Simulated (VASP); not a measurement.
# Fe (Im-3m) in VASP: single point with PBE

Aim: the single point of Fe with PBE.

Program: VASP 6.6.1. These are calculated values, not measurements. Logs are shortened: lines on timing, memory, paths and dates and some standing lists are left out, and cuts for length are marked.

**1. The cell of the first run**

The structure is cubic, space group Im-3m (No. 229). The conventional cell has a = 2.979 Å, b = 2.979 Å, c = 2.979 Å, α = 90.00°, β = 90.00°, γ = 90.00°. Fe (site symmetry m-3m) has 14 Fe at 2.58 to 2.98 Å within 3.4 Å.

**2. Single point, PBE, collinear spin, ferromagnetic start**

File INCAR:

```
SYSTEM = Fe
PREC = Accurate
ENCUT = 600
EDIFF = 1E-6
ISMEAR = -1
SIGMA = 0.1
LREAL = .False.
LASPH = .True.
NELM = 200
ALGO = Normal
ISIF = 2
LWAVE = .False.
LCHARG = .False.
ISPIN = 2
MAGMOM = 2.94
LORBIT = 11
LMAXMIX = 4
GGA = PE
NBANDS = 14
GGA_COMPAT = .False.
```

File KPOINTS:

```
regular mesh
0
Gamma
  8 8 8
  0 0 0
```

File POSCAR:

```
Fe
1.0
   -1.4897070000      1.4897070000      1.4897070000
    1.4897070000     -1.4897070000      1.4897070000
    1.4897070000      1.4897070000     -1.4897070000
Fe
1
Direct
    0.0000000000      0.0000000000      0.0000000000
```

Potentials or basis: VASP PAW PBE potentials, release 64 (Fe).

Run with:

```bash
> cat potpaw_PBE.64/Fe/POTCAR > POTCAR
> mpirun -np 1 vasp_std > vasp.out
```

OUTCAR:

```text
SYSTEM = Fe
   PREC = Accurate
   ENCUT = 600
   EDIFF = 1E-6
   ISMEAR = -1
   LREAL = .False.
   LASPH = .True.
   NELM = 200
   ISIF = 2
   ISPIN = 2
   LORBIT = 11
   GGA = PE

 ion  position               nearest neighbor table
   1  0.000  0.000  0.000-

  LATTYP: Found a body centered cubic cell.
 ALAT       =     2.9794140000

  Lattice vectors:

 A1 = (  -1.4897070000,   1.4897070000,   1.4897070000)
 A2 = (   1.4897070000,  -1.4897070000,   1.4897070000)
 A3 = (   1.4897070000,   1.4897070000,  -1.4897070000)

Analysis of symmetry for initial positions (statically):
=====================================================================
 Subroutine PRICEL returns:
 Original cell was already a primitive cell.

 Routine SETGRP: Setting up the symmetry group for a
 body centered cubic supercell.

 Subroutine GETGRP returns: Found 48 space group operations
 (whereof 48 operations were pure point group operations)
 out of a pool of 48 trial point group operations.

The static configuration has the point symmetry O_h .

Analysis of symmetry for dynamics (positions and initial velocities):
=====================================================================
 Subroutine PRICEL returns:
 Original cell was already a primitive cell.

 Routine SETGRP: Setting up the symmetry group for a
 body centered cubic supercell.

 Subroutine GETGRP returns: Found 48 space group operations
 (whereof 48 operations were pure point group operations)
 out of a pool of 48 trial point group operations.

The dynamic configuration has the point symmetry O_h .

Analysis of structural, dynamic, and magnetic symmetry:
=====================================================================
 Subroutine PRICEL returns:
 Original cell was already a primitive cell.

 Routine SETGRP: Setting up the symmetry group for a
 body centered cubic supercell.

 Subroutine GETGRP returns: Found 48 space group operations
 (whereof 48 operations were pure point group operations)
 out of a pool of 48 trial point group operations.

The overall configuration has the point symmetry O_h .

 Subroutine INISYM returns: Found 48 space group operations
 (whereof 48 operations are pure point group operations),
 and found     1 'primitive' translations

----------------------------------------------------------------------------------------

                                     Primitive cell

  volume of cell :      13.2240

  direct lattice vectors                    reciprocal lattice vectors
    -1.489707000  1.489707000  1.489707000     0.000000000  0.335636471  0.335636471
     1.489707000 -1.489707000  1.489707000     0.335636471  0.000000000  0.335636471
     1.489707000  1.489707000 -1.489707000     0.335636471  0.335636471  0.000000000

  length of vectors
     2.580248212  2.580248212  2.580248212     0.474661649  0.474661649  0.474661649

  position of ions in fractional coordinates (direct lattice)
     0.000000000  0.000000000  0.000000000

  ion indices of the primitive-cell ions
   primitive index   ion index
                 1           1

----------------------------------------------------------------------------------------

 KPOINTS: regular mesh

Automatic generation of k-mesh.
 Grid dimensions read from file:
 generate k-points for:    8    8    8

 Generating k-lattice:

  Cartesian coordinates                     Fractional coordinates (reciprocal lattice)
     0.000000000  0.041954559  0.041954559     0.125000000  0.000000000  0.000000000
     0.041954559  0.000000000  0.041954559     0.000000000  0.125000000  0.000000000
     0.041954559  0.041954559  0.000000000     0.000000000  0.000000000  0.125000000

  Length of vectors
     0.059332706  0.059332706  0.059332706

  Shift w.r.t. Gamma in fractional coordinates (k-lattice)
     0.000000000  0.000000000  0.000000000

 Subroutine IBZKPT returns following result:
 ===========================================

 Found     29 irreducible k-points:

 Following reciprocal coordinates:
            Coordinates               Weight
  0.000000  0.000000  0.000000      1.000000
  0.125000  0.000000  0.000000     12.000000
  0.250000  0.000000  0.000000     12.000000
  0.375000  0.000000  0.000000     12.000000
  0.500000  0.000000  0.000000      6.000000
  0.125000  0.125000  0.000000     24.000000
[... 16 lines left out ...]
 -0.250000  0.250000  0.250000      6.000000
 -0.375000  0.375000  0.250000     24.000000
 [... further k-points ...]
   k-points           NKPTS =     29   k-points in BZ     NKDIM =     29   number of bands    NBANDS=     14
   number of dos      NEDOS =    301   number of ions     NIONS =      1
   total plane-waves  NPLWV =  13824
   dimension x,y,z NGX =    24 NGY =   24 NGZ =   24
   dimension x,y,z NGXF=    48 NGYF=   48 NGZF=   48
   ions per type =               1
   NGX,Y,Z   is equivalent  to a cutoff of  15.46, 15.46, 15.46 a.u.
   NGXF,Y,Z  is equivalent  to a cutoff of  30.93, 30.93, 30.93 a.u.
 SYSTEM =  Fe
   PREC   = accura    normal or accurate (medium, high low for compatibility)
   ISTART =      0    job   : 0-new  1-cont  2-samecut
   ICHARG =      2    charge: 1-file 2-atom 10-const
   ISPIN  =      2    spin polarized calculation?
   LNONCOLLINEAR =      F non collinear calculations
   LSORBIT =      F    spin-orbit coupling
   LASPH  =      T    aspherical Exc in radial PAW
   ENCUT  =  600.0 eV  44.10 Ry    6.64 a.u.   5.15  5.15  5.15*2*pi/ulx,y,z
   NELM   =    200;   NELMIN=  2; NELMDL= -5     # of ELM steps
   EDIFF  = 0.1E-05   stopping-criterion for ELM
   LREAL  =      F    real-space projection
   EDIFFG = 0.1E-04   stopping-criterion for IOM
   NSW    =      0    number of steps for IOM
   IBRION =     -1    ionic relax: 0-MD 1-quasi-New 2-CG
   NFREE  =      0    steps in history (QN), initial steepest desc. (CG)
   ISIF   =      2    stress and relaxation
   ISYM   =      2    0-nonsym 1-usesym 2-fastsym
   POTIM  = 0.5000    time-step for ionic-motion
   TEBEG  =    0.0;   TEEND  =   0.0 temperature during run
   PSTRESS=    0.0 pullay stress
   NELECT =       8.0000    total number of electrons
   NUPDOWN=      -1.0000    fix difference up-down
   EMIN   =  10.00;   EMAX   =-10.00  energy-range for DOS
   EFERMI =   0.00;   METHOD = LEGACY
   ISMEAR =    -1;   SIGMA  =   0.10  broadening in eV -4-tet -1-fermi 0-gaus
   EFERMI_NEDOS =   21; number of points for ismear=-14 and -15
   IALGO  =     38    algorithm
   IMIX   =      4    mixing-type and parameters
     AMIX     =   0.40;   BMIX     =  1.00
     AMIX_MAG =   1.60;   BMIX_MAG =  1.00
  volume/ion in A,a.u.               =      13.22        89.24
  Fermi-wavevector in a.u.,A,eV,Ry     =   1.384578  2.616472 26.083119  1.917055
  Thomas-Fermi vector in A             =   2.509069
   LORBIT       =     11    0 simple, 1 ext, 2 COOP (PROOUT), +10 PAW based schemes
   GGA     = PE    functional components
   LHFCALC =     F    Hartree Fock is set to
   AEXX    =    0.0000 exact exchange contribution
   IVDW    =     0    specifies the selected vdW correction
   LEPSILON=     F    determine dielectric tensor
   LRPA    =     F    only Hartree local field effects (RPA)
 spin polarized calculation
  energy-cutoff  :      600.00
  volume of cell :       13.22
 maximum number of plane-waves:       466
 NGX is ok and might be reduce to    24
   NGX = 11   NGY = 11   NGZ = 11

 number of electron       8.0000000 magnetization       2.5955361

 Free energy of the ion-electron system (eV)
  ---------------------------------------------------
  ext. energy  EPLUGINS =         0.00000000
  ---------------------------------------------------
  free energy    TOTEN  =        -8.13881780 eV

  energy without entropy =       -8.10331322  energy(sigma->0) =       -8.12106551

 E-fermi :   4.4607     XC(G=0): -12.2700

 val. band max:        4.4421735751   @ k =   0.1250   0.0000   0.0000
 cond. band min:       4.5604904582   @ k =   0.1250   0.0000   0.0000
 fundamental gap:      0.1183168831
 Fermi energy:         4.4607377056

 spin component 1

 k-point     1 :       0.0000    0.0000    0.0000
  band No.  band energies     occupation
      1      -3.1817      1.00000
      2       2.2094      1.00000
      3       2.2094      1.00000
      4       2.2094      1.00000
      5       3.2343      1.00000
      6       3.2343      1.00000
      7      27.9466      0.00000
      8      27.9466      0.00000
      9      27.9466      0.00000
     10      32.1417      0.00000
     11      32.1417      0.00000
     12      33.2158      0.00000
     13      33.2158      0.00000
     14      33.2158      0.00000

 k-point     2 :       0.1250    0.0000    0.0000
  band No.  band energies     occupation
      1      -2.6152      1.00000
      2       2.0802      1.00000
      3       2.1938      1.00000
      4       2.4796      1.00000
      5       3.1274      1.00000
      6       3.2454      0.99999
      7      24.2872      0.00000
      8      26.7114      0.00000
      9      27.3137      0.00000
     10      29.2750      0.00000
     11      30.2285      0.00000
     12      30.9543      0.00000
     13      33.9154      0.00000
     14      35.3506      0.00000
[... 343 lines left out ...]
      1       0.3031      1.00000
      2       1.7751      1.00000
      3       2.5799      1.00000
      4       2.5799      1.00000
      5       3.1507      1.00000
      6       4.2949      0.83996
      7      19.5797      0.00000
      8      19.5797      0.00000
      9      20.5668      0.00000
     10      22.2629      0.00000
     11      35.3014      0.00000
     12      35.3014      0.00000
     13      35.4795      0.00000
     14      36.8795      0.00000

 k-point    24 :      -0.3750    0.3750    0.2500
  band No.  band energies     occupation
      1       0.8254      1.00000
      2       1.2650      1.00000
      3       2.5926      1.00000
      4       2.9355      1.00000
      5       3.8289      0.99820
      6       6.2111      0.00000
      7      14.7764      0.00000
      8      17.4752      0.00000
      9      20.2572      0.00000
     10      23.2961      0.00000
     11      31.7784      0.00000
     12      34.0243      0.00000
     13      36.4788      0.00000
     14      41.1754      0.00000

 [... further k-points ...]

 spin component 2

 k-point     1 :       0.0000    0.0000    0.0000
  band No.  band energies     occupation
      1      -3.0413      1.00000
      2       4.6104      0.18299
      3       4.6104      0.18289
      4       4.6104      0.18288
      5       6.2378      0.00000
      6       6.2379      0.00000
      7      27.5814      0.00000
      8      27.5814      0.00000
      9      27.5814      0.00000
     10      32.1958      0.00000
     11      32.1958      0.00000
     12      34.4176      0.00000
     13      34.4176      0.00000
     14      34.4176      0.00000

 k-point     2 :       0.1250    0.0000    0.0000
  band No.  band energies     occupation
      1      -2.4705      1.00000
      2       4.4422      0.54628
      3       4.5605      0.26943
      4       4.9159      0.01044
      5       6.0822      0.00000
      6       6.2524      0.00000
      7      24.4826      0.00000
      8      26.5843      0.00000
      9      27.2342      0.00000
     10      30.2304      0.00000
     11      30.9627      0.00000
     12      31.2147      0.00000
     13      34.0991      0.00000
     14      35.8802      0.00000
[... 343 lines left out ...]
      1       0.8587      1.00000
      2       4.2427      0.89847
      3       4.9045      0.01169
      4       4.9046      0.01168
      5       5.7000      0.00000
      6       6.9143      0.00000
      7      20.2925      0.00000
      8      20.2925      0.00000
      9      21.0617      0.00000
     10      22.7401      0.00000
     11      35.6015      0.00000
     12      35.6015      0.00000
     13      36.0637      0.00000
     14      37.5264      0.00000

 k-point    24 :      -0.3750    0.3750    0.2500
  band No.  band energies     occupation
      1       2.1625      1.00000
      2       3.4526      0.99996
      3       4.9222      0.00981
      4       5.3664      0.00012
      5       6.4781      0.00000
      6       7.9336      0.00000
      7      15.6395      0.00000
      8      18.1365      0.00000
      9      20.8440      0.00000
     10      23.7868      0.00000
     11      32.4997      0.00000
     12      34.4994      0.00000
     13      36.8944      0.00000
     14      41.5807      0.00000

 [... further k-points ...]

------------------------ aborting loop because EDIFF is reached ----------------------------------------

  FORCE on cell =-STRESS in cart. coord.  units (eV):
  Direction    XX          YY          ZZ          XY          YZ          ZX
  --------------------------------------------------------------------------------------
  -------------------------------------------------------------------------------------
  Total       -1.3320029     -1.3320029     -1.3320029      0.0000000      0.0000000     -0.0000000
  in kB     -161.3812875   -161.3812875   -161.3812875      0.0000000      0.0000000     -0.0000000
  external PRESSURE =    -161.3812875 kB  Pullay stress =       0.0000000 kB

 VOLUME and BASIS-vectors are now :
 -----------------------------------------------------------------------------
  energy-cutoff  :      600.00
  volume of cell :       13.22
      direct lattice vectors                 reciprocal lattice vectors
    -1.489707000  1.489707000  1.489707000     0.000000000  0.335636471  0.335636471
     1.489707000 -1.489707000  1.489707000     0.335636471  0.000000000  0.335636471
     1.489707000  1.489707000 -1.489707000     0.335636471  0.335636471  0.000000000

 POSITION                                       TOTAL-FORCE (eV/Angst)
 -----------------------------------------------------------------------------------
      0.00000      0.00000      0.00000         0.000000      0.000000     -0.000000
 -----------------------------------------------------------------------------------
    total drift:                                0.000000      0.000000     -0.000000

  FREE ENERGIE OF THE ION-ELECTRON SYSTEM (eV)
  ---------------------------------------------------
  free  energy   TOTEN  =        -8.1388177962 eV

  energy  without entropy=       -8.1033132200  energy(sigma->0) =       -8.12106551

 total charge

# of ion       s       p       d       tot
------------------------------------------
    1        0.430   0.424   6.141   6.995

 magnetization (x)

# of ion       s       p       d       tot
------------------------------------------
    1       -0.014  -0.060   2.701   2.626
```

It took 32 s on 1 thread of Intel Xeon 8259CL, shared host; peak memory 0.15 GiB.

What came out:

```yaml
Free_energy: -8.1388 eV
Pressure: -16.1 GPa
Net_moment: 2.60 μB per cell
Site_moments: Fe +2.63 μB
Valence_electrons_inside_the_program's_atomic_spheres: Fe 7.00
```

Levels at points of the mesh, in eV from the Fermi level:
Spin up:
```csv
k point,band 2,band 3,band 4,band 5,band 6,band 7,band 8,band 9
"(0.00, 0.00, 0.00)",-2.25,-2.25,-2.25,-1.23,-1.23,23.49,23.49,23.49
"(0.50, 0.00, 0.00)",-3.09,-1.21,-1.09,-0.13,0.52,5.95,17.02,17.85
"(0.50, 0.50, 0.50)",-4.16,-0.34,-0.34,-0.34,8.84,8.84,8.84,14.11
```
Spin down:
| k point | band 1 | band 2 | band 3 | band 4 | band 5 | band 6 | band 7 |
| --- | --- | --- | --- | --- | --- | --- | --- |
| (0.00, 0.00, 0.00) | -7.50 | 0.15 | 0.15 | 0.15 | 1.78 | 1.78 | 23.12 |
| (0.50, 0.00, 0.00) | -2.81 | -0.92 | 0.56 | 1.67 | 1.98 | 2.62 | 7.55 |
| (0.50, 0.50, 0.50) | -2.13 | -2.13 | 2.37 | 2.37 | 2.37 | 9.13 | 9.13 |

Caveat: the k points lie up to 0.37 Å⁻¹ apart.
